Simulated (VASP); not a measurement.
A run of VASP 6.6.1:

Contents of INCAR:

```
SYSTEM = Y
ALGO = Normal ; EDIFF = 1E-6
EDIFFG = -0.01 ; ENCUT = 600
GGA = PE ; IBRION = 2
ISIF = 3 ; ISMEAR = -1
LASPH = .True. ; LCHARG = .False.
LREAL = .False. ; LWAVE = .False.
NELM = 80 ; NSW = 80
PREC = Accurate ; PSTRESS = 200.0
SIGMA = 0.05
```

File KPOINTS:

```
k-points
0
Gamma
  6 6 6
  0 0 0
```

POSCAR

```
Y
1.0
    2.0200000000      2.0200000000      2.0200000000
   -2.0200000000      2.0200000000      2.0200000000
   -2.0200000000     -2.0200000000      2.0200000000
Y
1
Direct
    0.0000000000      0.0000000000      0.0000000000
```

Potentials or basis: VASP PAW PBE potentials, release 64 (Y_sv).

The run is started by

```sh
$ cat potpaw_PBE.64/Y_sv/POTCAR > POTCAR
$ mpirun -np 1 vasp_std > vasp.out
```

Hardware: 1 thread of Intel Xeon 8259CL, with other jobs on the host.

Problem. How long does it take, and how much memory?

Solution. Wall time 82 s on 1 thread of Intel Xeon 8259CL, with other jobs on the host, peak memory 0.19 GiB. Counts: scf iterations 71, k points 16, ion steps 9.
